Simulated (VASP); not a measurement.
# Hf (I4/mmm) in VASP: notebook, part 2 of 3

VASP 6.6.1. Earlier steps stand in the parts before.

**3. Single point, PBEsol (strain +0.040 along x and y, -0.040 along z)**

Contents of INCAR:

```
  PREC = Accurate
  ENCUT = 520
  EDIFF = 1E-6
  ISMEAR = 0
  SIGMA = 0.15
  LREAL = False
  LASPH = True
  NELM = 60
  ALGO = Normal
  ISIF = 2
  LWAVE = False
  LCHARG = False
  GGA = PS
  NBANDS = 11
```

Contents of KPOINTS:

```
regular mesh
0
Gamma
  18 18 18
```

Contents of POSCAR:

```
Hf
1.0
    0.0000000000      2.3088000000      2.1312000000
    2.3088000000      0.0000000000      2.1312000000
    2.3088000000      2.3088000000      0.0000000000
Hf
1
Direct
    0.0000000000      0.0000000000      0.0000000000
```

Potentials or basis: VASP PAW PBE potentials, release 64 (Hf_pv).

Command:

```
$ cat potpaw_PBE.64/Hf_pv/POTCAR > POTCAR
$ mpirun -np 1 vasp_std > vasp.out
```

OUTCAR:

```text
PREC = Accurate
   ENCUT = 520
   EDIFF = 1E-6
   ISMEAR = 0
   LREAL = False
   LASPH = True
   NELM = 60
   ISIF = 2
   GGA = PS

 ion  position               nearest neighbor table
   1  0.000  0.000  0.000-

  LATTYP: Found a body centered tetragonal cell.
 ALAT       =     3.2651362728
 C/A-ratio  =     1.3054279037

  Lattice vectors:

 A1 = (   0.0000000000,  -2.3088000000,  -2.1312000000)
 A2 = (   0.0000000000,   2.3088000000,  -2.1312000000)
 A3 = (   2.3088000000,   0.0000000000,   2.1312000000)

Analysis of symmetry for initial positions (statically):
=====================================================================
 Subroutine PRICEL returns:
 Original cell was already a primitive cell.

 Routine SETGRP: Setting up the symmetry group for a
 body centered tetragonal supercell.

 Subroutine GETGRP returns: Found 16 space group operations
 (whereof 16 operations were pure point group operations)
 out of a pool of 16 trial point group operations.

The static configuration has the point symmetry D_4h.

Analysis of symmetry for dynamics (positions and initial velocities):
=====================================================================
 Subroutine PRICEL returns:
 Original cell was already a primitive cell.

 Routine SETGRP: Setting up the symmetry group for a
 body centered tetragonal supercell.

 Subroutine GETGRP returns: Found 16 space group operations
 (whereof 16 operations were pure point group operations)
 out of a pool of 16 trial point group operations.

The dynamic configuration has the point symmetry D_4h.

 Subroutine INISYM returns: Found 16 space group operations
 (whereof 16 operations are pure point group operations),
 and found     1 'primitive' translations

----------------------------------------------------------------------------------------

                                     Primitive cell

  volume of cell :      22.7210

  direct lattice vectors                    reciprocal lattice vectors
     0.000000000  2.308800000  2.131200000    -0.216562717  0.216562717  0.234609610
     2.308800000  0.000000000  2.131200000     0.216562717 -0.216562717  0.234609610
     2.308800000  2.308800000  0.000000000     0.216562717  0.216562717 -0.234609610

  length of vectors
     3.142064748  3.142064748  3.265136273     0.385798509  0.385798509  0.385798509

  position of ions in fractional coordinates (direct lattice)
     0.000000000  0.000000000  0.000000000

  ion indices of the primitive-cell ions
   primitive index   ion index
                 1           1

----------------------------------------------------------------------------------------

 KPOINTS: regular mesh

Automatic generation of k-mesh.
 Grid dimensions read from file:
 generate k-points for:   18   18   18

 Generating k-lattice:

  Cartesian coordinates                     Fractional coordinates (reciprocal lattice)
    -0.012031262  0.012031262  0.013033867     0.055555556  0.000000000  0.000000000
     0.012031262 -0.012031262  0.013033867     0.000000000  0.055555556  0.000000000
     0.012031262  0.012031262 -0.013033867     0.000000000  0.000000000  0.055555556

  Length of vectors
     0.021433250  0.021433250  0.021433250

  Shift w.r.t. Gamma in fractional coordinates (k-lattice)
     0.000000000  0.000000000  0.000000000

 Subroutine IBZKPT returns following result:
 ===========================================

 Found    480 irreducible k-points:

 Following reciprocal coordinates:
            Coordinates               Weight
  0.000000  0.000000  0.000000      1.000000
  0.055556  0.000000  0.000000      8.000000
  0.111111  0.000000  0.000000      8.000000
  0.166667  0.000000  0.000000      8.000000
  0.222222 -0.000000  0.000000      8.000000
  0.277778  0.000000  0.000000      8.000000
[... 16 lines left out ...]
 -0.277778  0.055556  0.000000      8.000000
 -0.222222  0.055556  0.000000      8.000000
 [... further k-points ...]
   k-points           NKPTS =    480   k-points in BZ     NKDIM =    480   number of bands    NBANDS=     11
   number of dos      NEDOS =    301   number of ions     NIONS =      1
   total plane-waves  NPLWV =  13824
   dimension x,y,z NGX =    24 NGY =   24 NGZ =   24
   dimension x,y,z NGXF=    48 NGYF=   48 NGZF=   48
   ions per type =               1
   NGX,Y,Z   is equivalent  to a cutoff of  12.70, 12.70, 12.22 a.u.
   NGXF,Y,Z  is equivalent  to a cutoff of  25.40, 25.40, 24.44 a.u.
 SYSTEM =  unknown system
   PREC   = accura    normal or accurate (medium, high low for compatibility)
   ISTART =      0    job   : 0-new  1-cont  2-samecut
   ICHARG =      2    charge: 1-file 2-atom 10-const
   ISPIN  =      1    spin polarized calculation?
   LNONCOLLINEAR =      F non collinear calculations
   LSORBIT =      F    spin-orbit coupling
   LASPH  =      T    aspherical Exc in radial PAW
   ENCUT  =  520.0 eV  38.22 Ry    6.18 a.u.   5.84  5.84  6.07*2*pi/ulx,y,z
   NELM   =     60;   NELMIN=  2; NELMDL= -5     # of ELM steps
   EDIFF  = 0.1E-05   stopping-criterion for ELM
   LREAL  =      F    real-space projection
   EDIFFG = 0.1E-04   stopping-criterion for IOM
   NSW    =      0    number of steps for IOM
   IBRION =     -1    ionic relax: 0-MD 1-quasi-New 2-CG
   NFREE  =      0    steps in history (QN), initial steepest desc. (CG)
   ISIF   =      2    stress and relaxation
   ISYM   =      2    0-nonsym 1-usesym 2-fastsym
   POTIM  = 0.5000    time-step for ionic-motion
   TEBEG  =    0.0;   TEEND  =   0.0 temperature during run
   PSTRESS=    0.0 pullay stress
   NELECT =      10.0000    total number of electrons
   NUPDOWN=      -1.0000    fix difference up-down
   EMIN   =  10.00;   EMAX   =-10.00  energy-range for DOS
   EFERMI =   0.00;   METHOD = LEGACY
   ISMEAR =     0;   SIGMA  =   0.15  broadening in eV -4-tet -1-fermi 0-gaus
   EFERMI_NEDOS =   21; number of points for ismear=-14 and -15
   IALGO  =     38    algorithm
   IMIX   =      4    mixing-type and parameters
     AMIX     =   0.40;   BMIX     =  1.00
     AMIX_MAG =   1.60;   BMIX_MAG =  1.00
  volume/ion in A,a.u.               =      22.72       153.33
  Fermi-wavevector in a.u.,A,eV,Ry     =   1.245277  2.353232 21.098748  1.550714
  Thomas-Fermi vector in A             =   2.379506
   LORBIT       =      0    0 simple, 1 ext, 2 COOP (PROOUT), +10 PAW based schemes
   GGA     = PS    functional components
   LHFCALC =     F    Hartree Fock is set to
   AEXX    =    0.0000 exact exchange contribution
   IVDW    =     0    specifies the selected vdW correction
   LEPSILON=     F    determine dielectric tensor
   LRPA    =     F    only Hartree local field effects (RPA)
 non-spin polarized calculation
 Gauss-broadening in eV      SIGMA  =   0.15
  energy-cutoff  :      520.00
  volume of cell :       22.72
 maximum number of plane-waves:       624
   NGX = 11   NGY = 11   NGZ = 13

 number of electron      10.0000000 magnetization

 number of electron       9.9999999 magnetization

 Free energy of the ion-electron system (eV)
  ---------------------------------------------------
  ext. energy  EPLUGINS =         0.00000000
  ---------------------------------------------------
  free energy    TOTEN  =       -10.40544022 eV

  energy without entropy =      -10.38652970  energy(sigma->0) =      -10.39598496

 E-fermi :   4.4637     XC(G=0): -11.3227

 val. band max:        4.4625070176   @ k =  -0.2778   0.0556   0.0000
 cond. band min:       4.4643120354   @ k =  -0.4444   0.1111   0.0000
 fundamental gap:      0.0018050179
 Fermi energy:         4.4636854347

 k-point     1 :       0.0000    0.0000    0.0000
  band No.  band energies     occupation
      1     -25.5508      2.00000
      2     -25.5508      2.00000
      3     -25.5463      2.00000
      4      -2.6854      2.00000
      5       5.6174      0.00000
      6       5.6174      0.00000
      7       6.4679      0.00000
      8       7.9188      0.00000
      9       9.1055      0.00000
     10      15.8848      0.00000
     11      17.4643      0.00000
[... 309 lines left out ...]
 k-point    24 :      -0.2222    0.0556    0.0000
  band No.  band energies     occupation
      1     -25.9145      2.00000
      2     -25.6125      2.00000
      3     -25.6072      2.00000
      4      -0.8917      2.00000
      5       4.6378      0.10072
      6       5.9146      0.00000
      7       6.5355      0.00000
      8       7.8600      0.00000
      9       9.1053      0.00000
     10      16.4820      0.00000
     11      17.4683      0.00000

 [... further k-points ...]

------------------------ aborting loop because EDIFF is reached ----------------------------------------

  FORCE on cell =-STRESS in cart. coord.  units (eV):
  Direction    XX          YY          ZZ          XY          YZ          ZX
  --------------------------------------------------------------------------------------
  -------------------------------------------------------------------------------------
  Total       -0.9582915     -0.9582915     -0.4471382      0.0000000      0.0000000     -0.0000000
  in kB      -67.5742709    -67.5742709    -31.5301158      0.0000000      0.0000000     -0.0000000
  external PRESSURE =     -55.5595525 kB  Pullay stress =       0.0000000 kB

 VOLUME and BASIS-vectors are now :
 -----------------------------------------------------------------------------
  energy-cutoff  :      520.00
  volume of cell :       22.72
      direct lattice vectors                 reciprocal lattice vectors
     0.000000000  2.308800000  2.131200000    -0.216562717  0.216562717  0.234609610
     2.308800000  0.000000000  2.131200000     0.216562717 -0.216562717  0.234609610
     2.308800000  2.308800000  0.000000000     0.216562717  0.216562717 -0.234609610

 POSITION                                       TOTAL-FORCE (eV/Angst)
 -----------------------------------------------------------------------------------
      0.00000      0.00000      0.00000        -0.000000      0.000000      0.000000
 -----------------------------------------------------------------------------------
    total drift:                               -0.000000      0.000000      0.000000

  FREE ENERGIE OF THE ION-ELECTRON SYSTEM (eV)
  ---------------------------------------------------
  free  energy   TOTEN  =       -10.4054402175 eV

  energy  without entropy=      -10.3865296957  energy(sigma->0) =      -10.39598496
```

OSZICAR:

```text
N       E                     dE             d eps       ncg     rms          rms(c)
DAV:   1     0.118461591916E+02    0.11846E+02   -0.56752E+03 10640   0.837E+02
DAV:   2    -0.103553150781E+02   -0.22201E+02   -0.21522E+02 13113   0.153E+02
DAV:   3    -0.107944644818E+02   -0.43915E+00   -0.43450E+00 13596   0.147E+01
DAV:   4    -0.107961317355E+02   -0.16673E-02   -0.16669E-02 12131   0.108E+00
DAV:   5    -0.107961411464E+02   -0.94110E-05   -0.94102E-05 13459   0.723E-02    0.458E+01
DAV:   6    -0.105061442736E+02    0.29000E+00   -0.23727E-01 11892   0.354E+00    0.270E+01
DAV:   7    -0.104103030674E+02    0.95841E-01   -0.34802E-01 12414   0.414E+00    0.123E+00
DAV:   8    -0.104054113733E+02    0.48917E-02   -0.25291E-02 11876   0.113E+00    0.173E-01
DAV:   9    -0.104054401288E+02   -0.28756E-04   -0.42546E-04 12826   0.169E-01    0.480E-02
DAV:  10    -0.104054405250E+02   -0.39620E-06   -0.23549E-05 12581   0.359E-02    0.366E-02
DAV:  11    -0.104054402175E+02    0.30757E-06   -0.29275E-06 12388   0.128E-02
   1 F= -.10405440E+02 E0= -.10395985E+02  d E =-.189105E-01
```

stdout:

```text
POSCAR found type information on POSCAR Hf
 POSCAR found :  1 types and       1 ions
 scaLAPACK will be used
 -----------------------------------------------------------------------------
|                                                                             |
|                                                                             |
|     You enforced a specific xc type in the INCAR file but a different       |
|     I HOPE YOU KNOW WHAT YOU ARE DOING!                                     |
|                                                                             |
 -----------------------------------------------------------------------------

 LDA part: xc-table for (Slater+PW92), standard interpolation
 POSCAR, INCAR and KPOINTS ok, starting setup
 FFT: planning ... GRIDC
 FFT: planning ... GRID_SOFT
 FFT: planning ... GRID
 WAVECAR not read
 entering main loop
```

Run time: 82 s. Hardware: 1 thread of Intel Xeon 8259CL, shared host; peak memory 0.24 GiB.

What came out:

- Free energy: -10.4054 eV
- Pressure: -5.6 GPa
- Band gap on the k mesh: zero (bands 5 and 6 overlap by 1.92 eV)

Caveat: the cell differs from its parent crystal (strain +0.040 along x and y, -0.040 along z); the cell stands under tension; the PAW data sets were made with another functional, which shifts forces and pressure a little; spin-orbit coupling is left out, which moves the levels of the heavy elements.

(Continued in part 3 of 3.)
